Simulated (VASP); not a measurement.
Write the native input for VASP 6.6.1 that does the following.

```
Task                   : relaxation of cell and atoms
Functional             : PBEsol
Potentials or basis    : VASP PAW PBE potentials, release 64 (Rh_pv, Pt)
Cutoff                 : 600 eV
k mesh                 : 4 × 4 × 5
Occupations            : methfessel-paxton, width 0.05 eV
Spin                   : no spin polarisation
Dipole correction      : no
Further INCAR settings : ALGO = Normal; EDIFF = 1e-06; ISYM = 0; IBRION = 2; EDIFFG = -0.01; NSW = 60; ISIF = 3
```

The structure of Pt2Rh lies in POSCAR:

```
Pt2Rh
1.0
    5.1688185200      0.0000000000      0.0000000000
    0.0000000000      5.1688185200      0.0000000000
    0.0000000000      0.0000000000      3.6147200400
Rh Pt
2 4
Direct
    0.0000000000      0.0000000000      0.0000000000
    0.5000000000      0.5000000000      0.5000000000
    0.3077000000      0.3077000000      0.0000000000
    0.1923000000      0.8077000000      0.5000000000
    0.6923000000      0.6923000000      0.0000000000
    0.8077000000      0.1923000000      0.5000000000
```

The input as run:

INCAR

```
SYSTEM = Pt2Rh
PREC = Accurate ; ENCUT = 600
EDIFF = 1E-6 ; ISMEAR = 1
SIGMA = 0.05 ; LREAL = .False.
LASPH = .True. ; NELM = 100
ALGO = Normal ; ISIF = 3
LWAVE = .False. ; LCHARG = .False.
GGA = PS ; IBRION = 2
NSW = 60 ; EDIFFG = -0.01
ISYM = 0
```

KPOINTS

```
regular mesh
0
Gamma
  4 4 5
  0 0 0
```

Potentials or basis: VASP PAW PBE potentials, release 64 (Rh_pv, Pt).

Command:

```console
$ cat potpaw_PBE.64/Rh_pv/POTCAR potpaw_PBE.64/Pt/POTCAR > POTCAR
$ mpirun -np 1 vasp_std > vasp.out
```

Results of the run:

```yaml
Relaxed_volume: 19.61 Å³/atom
Relaxed_cell: a = 5.259 Å, b = 5.259 Å, c = 4.256 Å, α = 90.00°, β = 90.00°, γ = 90.00°
Space_group_after_relaxing_to_0.1_Å: P4_2/mnm (No. 136)
Pressure_after_relaxing: 0.0 GPa
Band_gap_on_the_k_mesh: zero (bands 35 and 36 overlap by 0.39 eV)
```

Caveat: the volume moved by over 15 % at a fixed basis, so the end points are rough; the PAW data sets were made with another functional, which shifts forces and pressure a little; spin-orbit coupling is left out, which moves the levels of the heavy elements.

It took 39 min on 1 thread of Intel(R) Xeon(R) Platinum 8488C (Sapphire Rapids), on a shared host, peak memory 0.34 GiB.
